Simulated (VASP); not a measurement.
**NaLaMnMoO6: single point with PBE+D4**

NaLaMnMoO6:

```
Na La Mn Mo O
1.0
     0.00000    3.84236    3.84236
     3.84236    0.00000    3.84236
     3.84236    3.84236    0.00000
Na La Mn Mo O
1 1 1 1 6
Direct
  0.25000 0.25000 0.25000
  0.75000 0.75000 0.75000
  0.50000 0.50000 0.50000
  0.00000 0.00000 0.00000
  0.74647 0.25353 0.25353
  0.25353 0.25353 0.74647
  0.25353 0.74647 0.25353
  0.74647 0.25353 0.74647
  0.74647 0.74647 0.25353
  0.25353 0.74647 0.74647
```

```yaml
Program: VASP 6.6.1
Task: single point
Functional: PBE
Dispersion: D4
Potentials_or_basis: VASP PAW PBE potentials, release 64 (Na_pv, La, Mn_pv, Mo_sv, O)
Cutoff: 520 eV
k_mesh: 5 × 5 × 5
Occupations: fermi-dirac, width 0.05 eV
Spin: collinear spin, ferromagnetic start
Starting_moments: "[0.0, 0.0, 4.0, 1.0, 0.0, 0.0, 0.0, 0.0, 0.0, 0.0] μB"
```

| Quantity | Value |
| --- | --- |
| Pressure | 0.3 GPa |
| Largest force | 0.050 eV/Å |
| Net moment | -1.18 μB per cell |
| Site moments | Na -0.00; La +0.04; Mn -1.94; Mo +0.74; O -0.01 μB |
| Valence electrons inside the program's atomic spheres | Na 6.01; La 8.41; Mn 11.82; Mo 12.43; O 5.05 |
| Dispersion energy per atom | -0.222 eV |

Forces in eV/Å, atoms in the order of the input:
```
Na   0.000  0.000  0.000
La   0.000  0.000  0.000
Mn   0.000  0.000  0.000
Mo   0.000  0.000  0.000
O   -0.050  0.000  0.000
O    0.000  0.000 -0.050
O    0.000 -0.050  0.000
O    0.000  0.050  0.000
O    0.000  0.000  0.050
O    0.050  0.000  0.000
```

Levels at points of the mesh, in eV from the Fermi level:
Spin up:
```tsv
k point	band 37	band 38	band 39	band 40	band 41	band 42	band 43	band 44
(0.00, 0.00, 0.00)	-2.56	-2.56	-1.65	-1.65	-1.65	0.79	0.79	1.27
```
Spin down:
```
           k point  band 39  band 40  band 41  band 42  band 43  band 44
(0.00, 0.00, 0.00)    -2.61    -2.61    -2.61    -0.08    -0.08     0.84
```

It took 8.3 min on 1 thread of AMD EPYC 7R43 64-Core Processor (Zen 3), with other jobs on the host, peak memory 0.33 GiB.

Caveat: spin-orbit coupling is left out, which moves the levels of the heavy elements; a cell with one magnetic atom can't hold antiferromagnetic order, which such compounds often take; semilocal functionals often make such compounds metallic where correlation or magnetic order opens a gap, which also shifts bond lengths. With open d or f shells a metallic result of PBE can be an artefact of self-interaction; +U or a hybrid may open a gap.
